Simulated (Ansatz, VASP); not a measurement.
**AlN in VASP and in Ansatz**

```
CELL_PARAMETERS angstrom
-3.10667 0.00000 0.00000
-1.55333 -2.69045 0.00000
0.00000 0.00000 14.45681
ATOMIC_POSITIONS crystal
Al 0.33333 0.33333 0.45084
Al 0.33333 0.33333 0.10647
Al 0.66667 0.66667 0.62302
Al 0.66667 0.66667 0.27866
N 0.33333 0.33333 0.58225
N 0.33333 0.33333 0.23789
N 0.66667 0.66667 0.06571
N 0.66667 0.66667 0.41007
```

Alike in both runs: task single point; functional r2SCAN; k mesh 8 × 8 × 3; occupations gaussian, width 0.05 eV; no spin polarisation.

|  | VASP | Ansatz |
| --- | --- | --- |
| version | VASP 6.6.1 | Ansatz 0.2.0 |
| potentials or method | VASP PAW PBE potentials, release 64 (Al, N), cutoff 520 eV | scalar-relativistic, plane waves, PAW |
| valence electrons in the cell | 32 | 32 |

Ansatz gave:

```
gap on the k mesh at the Fermi level (eV)                     : none
pressure (GPa)                                                : -1.1
traceless stress, the component that is largest in VASP (GPa) : 1.21
rms of the force components (eV/Å)                            : 0.865
```

Problem. Estimate VASP's values.

Solution. gap on the k mesh at the Fermi level (eV): none; pressure (GPa): -1.4; traceless stress, the component that is largest in VASP (GPa): 1.14; rms of the force components (eV/Å): 0.861.

VASP's potentials were made for PBE, not for r2SCAN. Atom by atom the forces differ by 0.008 eV/Å (rms over components). A gap of «none» marks a metal or a gap that the smearing closes. With one functional, cell and mesh, what is left measures potentials, basis and numerics.
